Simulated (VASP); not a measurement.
# AgCl (P2_1/m) in VASP: single point with PBE

Aim: the single point of AgCl with PBE.

Everything below comes from runs of VASP 6.6.1. Logs are shortened: lines on timing, memory, paths and dates and some standing lists are left out, and cuts for length are marked.

### 1 The cell of the first run

Symmetry: P2_1/m, No. 11, monoclinic system. Conventional cell: a = 3.530 Å, b = 4.011 Å, c = 5.243 Å, α = 90.00°, β = 100.69°, γ = 90.00°. Within 3.6 Å of Ag (site symmetry m) lie 7 Cl at 2.67 to 3.41 Å and 4 Ag at 2.94 to 3.53 Å. Within 3.7 Å of Cl (site symmetry m) lie 7 Ag at 2.67 to 3.41 Å and 8 Cl at 3.47 to 3.62 Å.

### 2 Single point, PBE

Contents of INCAR:

```
PREC     = Accurate       # precision mode
ENCUT    = 520            # plane-wave cutoff, eV
EDIFF    = 1E-6           # SCF threshold, eV
ISMEAR   = -1             # smearing method
SIGMA    = 0.01           # smearing width, eV
LREAL    = False          # projectors in reciprocal space
LASPH    = True           # aspherical terms in the spheres
NELM     = 80             # most SCF steps
ALGO     = Normal         # electronic algorithm
ISIF     = 2              # what is computed and relaxed
LWAVE    = False          # write WAVECAR
LCHARG   = False          # write CHGCAR
GGA      = PE             # functional
NBANDS   = 26             # bands
```

Contents of KPOINTS:

```
regular mesh
0
Gamma
  10 8 7
```

Contents of POSCAR:

```
AgCl
1.0
    3.5300000000      0.0000000000      0.0000000000
    0.0000000000      4.0110000000      0.0000000000
   -0.9725508841      0.0000000000      5.1520087129
Ag Cl
2 2
Direct
    0.1351530856      0.2500000000      0.2018634595
    0.8648469144      0.7500000000      0.7981365405
    0.3334935241      0.2500000000      0.7261606874
    0.6665064759      0.7500000000      0.2738393126
```

Potentials or basis: VASP PAW PBE potentials, release 64 (Ag, Cl).

Command:

```
$ cat potpaw_PBE.64/Ag/POTCAR potpaw_PBE.64/Cl/POTCAR > POTCAR
$ mpirun -np 1 vasp_std > vasp.out
```

OUTCAR:

```text
PREC = Accurate
   ENCUT = 520
   EDIFF = 1E-6
   ISMEAR = -1
   LREAL = False
   LASPH = True
   NELM = 80
   ISIF = 2
   GGA = PE

 ion  position               nearest neighbor table
   1  0.135  0.250  0.202-   4 2.67   4 2.67   3 2.71   3 2.71   4 2.72   4 2.72   2 2.94   2 2.94

   2  0.865  0.750  0.798-   3 2.67   3 2.67   4 2.71   4 2.71   3 2.72   3 2.72   1 2.94   1 2.94

   3  0.333  0.250  0.726-   2 2.67   2 2.67   1 2.71   1 2.71   2 2.72   2 2.72
   4  0.667  0.750  0.274-   1 2.67   1 2.67   2 2.71   2 2.71   1 2.72   1 2.72

  LATTYP: Found a simple monoclinic cell.
 ALAT       =     3.5300000000
 B/A-ratio  =     1.1362606232
 C/A-ratio  =     1.4852691218
 COS(beta)  =    -0.1854951143

  Lattice vectors:

 A1 = (   3.5300000000,   0.0000000000,   0.0000000000)
 A2 = (   0.0000000000,   4.0110000000,   0.0000000000)
 A3 = (  -0.9725508841,   0.0000000000,   5.1520087129)

Analysis of symmetry for initial positions (statically):
=====================================================================
 Subroutine PRICEL returns:
 Original cell was already a primitive cell.

 Routine SETGRP: Setting up the symmetry group for a
 simple monoclinic supercell.

 Subroutine GETGRP returns: Found  4 space group operations
 (whereof  2 operations were pure point group operations)
 out of a pool of  4 trial point group operations.

The static configuration has the point symmetry S_2 .
 The point group associated with its full space group is C_2h.

Analysis of symmetry for dynamics (positions and initial velocities):
=====================================================================
 Subroutine PRICEL returns:
 Original cell was already a primitive cell.

 Routine SETGRP: Setting up the symmetry group for a
 simple monoclinic supercell.

 Subroutine GETGRP returns: Found  4 space group operations
 (whereof  2 operations were pure point group operations)
 out of a pool of  4 trial point group operations.

The dynamic configuration has the point symmetry S_2 .
 The point group associated with its full space group is C_2h.

 Subroutine INISYM returns: Found  4 space group operations
 (whereof  2 operations are pure point group operations),
 and found     1 'primitive' translations

----------------------------------------------------------------------------------------

                                     Primitive cell

  volume of cell :      72.9464

  direct lattice vectors                    reciprocal lattice vectors
     3.530000000  0.000000000  0.000000000     0.283286119  0.000000000  0.053476262
     0.000000000  4.011000000  0.000000000     0.000000000  0.249314385  0.000000000
    -0.972550884  0.000000000  5.152008713     0.000000000  0.000000000  0.194099051

  length of vectors
     3.530000000  4.011000000  5.243000000     0.288289326  0.249314385  0.194099051

  position of ions in fractional coordinates (direct lattice)
     0.135153086  0.250000000  0.201863459
     0.864846914  0.750000000  0.798136541
     0.333493524  0.250000000  0.726160687
     0.666506476  0.750000000  0.273839313

  ion indices of the primitive-cell ions
   primitive index   ion index
                 1           1
                 2           2
                 3           3
                 4           4

----------------------------------------------------------------------------------------

 KPOINTS: regular mesh

Automatic generation of k-mesh.
 Grid dimensions read from file:
 generate k-points for:   10    8    7

 Generating k-lattice:

  Cartesian coordinates                     Fractional coordinates (reciprocal lattice)
     0.028328612  0.000000000  0.005347626     0.100000000  0.000000000 -0.000000000
     0.000000000  0.031164298  0.000000000     0.000000000  0.125000000  0.000000000
     0.000000000  0.000000000  0.027728436     0.000000000  0.000000000  0.142857143

  Length of vectors
     0.028828933  0.031164298  0.027728436

  Shift w.r.t. Gamma in fractional coordinates (k-lattice)
     0.000000000  0.000000000  0.000000000

 Subroutine IBZKPT returns following result:
 ===========================================

 Found    180 irreducible k-points:

 Following reciprocal coordinates:
            Coordinates               Weight
  0.000000  0.000000  0.000000      1.000000
  0.100000  0.000000  0.000000      2.000000
  0.200000  0.000000  0.000000      2.000000
  0.300000  0.000000  0.000000      2.000000
  0.400000  0.000000  0.000000      2.000000
  0.500000  0.000000  0.000000      1.000000
[... 16 lines left out ...]
  0.400000  0.375000  0.000000      4.000000
  0.500000  0.375000  0.000000      2.000000
 [... further k-points ...]
   k-points           NKPTS =    180   k-points in BZ     NKDIM =    180   number of bands    NBANDS=     26
   number of dos      NEDOS =    301   number of ions     NIONS =      4
   total plane-waves  NPLWV =  33600
   dimension x,y,z NGX =    28 NGY =   30 NGZ =   40
   dimension x,y,z NGXF=    56 NGYF=   60 NGZF=   80
   ions per type =               2   2
   NGX,Y,Z   is equivalent  to a cutoff of  13.19, 12.43, 12.68 a.u.
   NGXF,Y,Z  is equivalent  to a cutoff of  26.37, 24.87, 25.37 a.u.
 SYSTEM =  unknown system
   PREC   = accura    normal or accurate (medium, high low for compatibility)
   ISTART =      0    job   : 0-new  1-cont  2-samecut
   ICHARG =      2    charge: 1-file 2-atom 10-const
   ISPIN  =      1    spin polarized calculation?
   LNONCOLLINEAR =      F non collinear calculations
   LSORBIT =      F    spin-orbit coupling
   LASPH  =      T    aspherical Exc in radial PAW
   ENCUT  =  520.0 eV  38.22 Ry    6.18 a.u.   6.56  7.46  9.75*2*pi/ulx,y,z
   NELM   =     80;   NELMIN=  2; NELMDL= -5     # of ELM steps
   EDIFF  = 0.1E-05   stopping-criterion for ELM
   LREAL  =      F    real-space projection
   EDIFFG = 0.1E-04   stopping-criterion for IOM
   NSW    =      0    number of steps for IOM
   IBRION =     -1    ionic relax: 0-MD 1-quasi-New 2-CG
   NFREE  =      0    steps in history (QN), initial steepest desc. (CG)
   ISIF   =      2    stress and relaxation
   ISYM   =      2    0-nonsym 1-usesym 2-fastsym
   POTIM  = 0.5000    time-step for ionic-motion
   TEBEG  =    0.0;   TEEND  =   0.0 temperature during run
   PSTRESS=    0.0 pullay stress
   NELECT =      36.0000    total number of electrons
   NUPDOWN=      -1.0000    fix difference up-down
   EMIN   =  10.00;   EMAX   =-10.00  energy-range for DOS
   EFERMI =   0.00;   METHOD = LEGACY
   ISMEAR =    -1;   SIGMA  =   0.01  broadening in eV -4-tet -1-fermi 0-gaus
   EFERMI_NEDOS =   21; number of points for ismear=-14 and -15
   IALGO  =     38    algorithm
   IMIX   =      4    mixing-type and parameters
     AMIX     =   0.40;   BMIX     =  1.00
     AMIX_MAG =   1.60;   BMIX_MAG =  1.00
  volume/ion in A,a.u.               =      18.24       123.07
  Fermi-wavevector in a.u.,A,eV,Ry     =   1.293722  2.444780 22.772302  1.673717
  Thomas-Fermi vector in A             =   2.425350
   LORBIT       =      0    0 simple, 1 ext, 2 COOP (PROOUT), +10 PAW based schemes
   GGA     = PE    functional components
   LHFCALC =     F    Hartree Fock is set to
   AEXX    =    0.0000 exact exchange contribution
   IVDW    =     0    specifies the selected vdW correction
   LEPSILON=     F    determine dielectric tensor
   LRPA    =     F    only Hartree local field effects (RPA)
 non-spin polarized calculation
  energy-cutoff  :      520.00
  volume of cell :       72.95
 maximum number of plane-waves:      1986
 NGX is ok and might be reduce to    28
   NGX = 13   NGY = 15   NGZ = 19

 number of electron      35.9999995 magnetization

 Free energy of the ion-electron system (eV)
  ---------------------------------------------------
  ext. energy  EPLUGINS =         0.00000000
  ---------------------------------------------------
  free energy    TOTEN  =       -10.38845797 eV

  energy without entropy =      -10.38845797  energy(sigma->0) =      -10.38845797

 E-fermi :   5.8555     XC(G=0): -10.8609

 val. band max:        5.6353509562   @ k =   0.5000   0.0000   0.4286
 cond. band min:       6.3873307020   @ k =   0.0000   0.0000   0.0000
 fundamental gap:      0.7519797458
 Fermi energy:         5.8554632855

 k-point     1 :       0.0000    0.0000    0.0000
  band No.  band energies     occupation
      1     -10.1863      2.00000
      2      -9.3488      2.00000
      3       0.3478      2.00000
      4       1.5040      2.00000
      5       1.9387      2.00000
      6       2.1607      2.00000
[... 18 lines left out ...]
     25      16.7492      0.00000
     26      16.8981      0.00000

 k-point     2 :       0.1000    0.0000    0.0000
  band No.  band energies     occupation
      1     -10.1396      2.00000
      2      -9.3318      2.00000
      3       0.3663      2.00000
      4       1.3175      2.00000
      5       1.5464      2.00000
      6       2.0021      2.00000
[... 18 lines left out ...]
     25      16.3298      0.00000
     26      16.7389      0.00000

 k-point     3 :       0.2000    0.0000    0.0000
  band No.  band energies     occupation
      1     -10.0098      2.00000
      2      -9.2905      2.00000
      3       0.4116      2.00000
      4       0.9321      2.00000
      5       0.9653      2.00000
      6       1.3288      2.00000
[... 18 lines left out ...]
     25      16.1368      0.00000
     26      16.6489      0.00000

 k-point     4 :       0.3000    0.0000    0.0000
  band No.  band energies     occupation
      1      -9.8286      2.00000
      2      -9.2509      2.00000
      3       0.3060      2.00000
      4       0.4624      2.00000
      5       0.6526      2.00000
      6       0.6601      2.00000
[... 18 lines left out ...]
     25      15.6544      0.00000
     26      15.9939      0.00000

 k-point     5 :       0.4000    0.0000    0.0000
  band No.  band energies     occupation
      1      -9.6522      2.00000
      2      -9.2405      2.00000
      3      -0.1132      2.00000
      4       0.0873      2.00000
      5       0.4656      2.00000
      6       0.5703      2.00000
[... 18 lines left out ...]
     25      14.9835      0.00000
     26      15.8473      0.00000

 k-point     6 :       0.5000    0.0000    0.0000
  band No.  band energies     occupation
      1      -9.5697      2.00000
      2      -9.2496      2.00000
      3      -0.2706      2.00000
      4      -0.0842      2.00000
      5       0.3995      2.00000
      6       0.5868      2.00000
[... 427 lines left out ...]
 k-point    21 :       0.2000    0.3750    0.0000
  band No.  band energies     occupation
      1      -9.6950      2.00000
      2      -9.4103      2.00000
      3       0.3205      2.00000
      4       0.5417      2.00000
      5       0.9130      2.00000
      6       1.0255      2.00000
[... 18 lines left out ...]
     25      14.7325      0.00000
     26      15.4778      0.00000

 k-point    22 :       0.3000    0.3750    0.0000
  band No.  band energies     occupation
      1      -9.5951      2.00000
      2      -9.3705      2.00000
      3       0.2560      2.00000
      4       0.6273      2.00000
      5       0.9828      2.00000
      6       1.0225      2.00000
[... 18 lines left out ...]
     25      15.1115      0.00000
     26      15.8031      0.00000

 k-point    23 :       0.4000    0.3750    0.0000
  band No.  band energies     occupation
      1      -9.5038      2.00000
      2      -9.3454      2.00000
      3       0.2113      2.00000
      4       0.4780      2.00000
      5       1.0727      2.00000
      6       1.2290      2.00000
[... 18 lines left out ...]
     25      15.6705      0.00000
     26      16.3134      0.00000

 k-point    24 :       0.5000    0.3750    0.0000
  band No.  band energies     occupation
      1      -9.4638      2.00000
      2      -9.3403      2.00000
      3       0.2250      2.00000
      4       0.3668      2.00000
      5       1.0908      2.00000
      6       1.3818      2.00000
[... 18 lines left out ...]
     25      15.7685      0.00000
     26      16.5887      0.00000

 [... further k-points ...]
[... 5 lines left out ...]
  --------------------------------------------------------------------------------------
  -------------------------------------------------------------------------------------
  Total        4.4898474      4.1822652      4.2926791      0.0000000      0.0000000     -0.1706493
  in kB       98.6139156     91.8582555     94.2833593      0.0000000      0.0000000     -3.7481001
  external PRESSURE =      94.9185101 kB  Pullay stress =       0.0000000 kB

 VOLUME and BASIS-vectors are now :
 -----------------------------------------------------------------------------
  energy-cutoff  :      520.00
  volume of cell :       72.95
      direct lattice vectors                 reciprocal lattice vectors
     3.530000000  0.000000000  0.000000000     0.283286119  0.000000000  0.053476262
     0.000000000  4.011000000  0.000000000     0.000000000  0.249314385  0.000000000
    -0.972550884  0.000000000  5.152008713     0.000000000  0.000000000  0.194099051

 POSITION                                       TOTAL-FORCE (eV/Angst)
 -----------------------------------------------------------------------------------
      0.28077      1.00275      1.04000        -0.007805      0.000000      0.000715
      2.27668      3.00825      4.11201         0.007805     -0.000000     -0.000715
      0.47100      1.00275      3.74119        -0.004624     -0.000000     -0.004772
      2.08645      3.00825      1.41082         0.004624     -0.000000      0.004772
 -----------------------------------------------------------------------------------
    total drift:                               -0.000000      0.000000      0.000000

  FREE ENERGIE OF THE ION-ELECTRON SYSTEM (eV)
  ---------------------------------------------------
  free  energy   TOTEN  =       -10.3884579713 eV

  energy  without entropy=      -10.3884579713  energy(sigma->0) =      -10.38845797
```

Run time: 2.8 min. Hardware: 1 thread of Intel Xeon Platinum 8488C (Sapphire Rapids), shared host; peak memory 0.38 GiB.

Results:

| Property | Result |
| --- | --- |
| Free energy | -10.3885 eV |
| Pressure | 9.5 GPa |
| Largest force | 0.008 eV/Å |
| Band gap on the k mesh | 0.75 eV (least direct gap 2.37 eV) |

Forces on the atoms (eV/Å):
```
Ag  -0.008  0.000  0.001
Ag   0.008  0.000 -0.001
Cl  -0.005  0.000 -0.005
Cl   0.005  0.000  0.005
```

Caveat: the cell stands under pressure; semilocal functionals underestimate gaps, and a narrow one can read as zero.
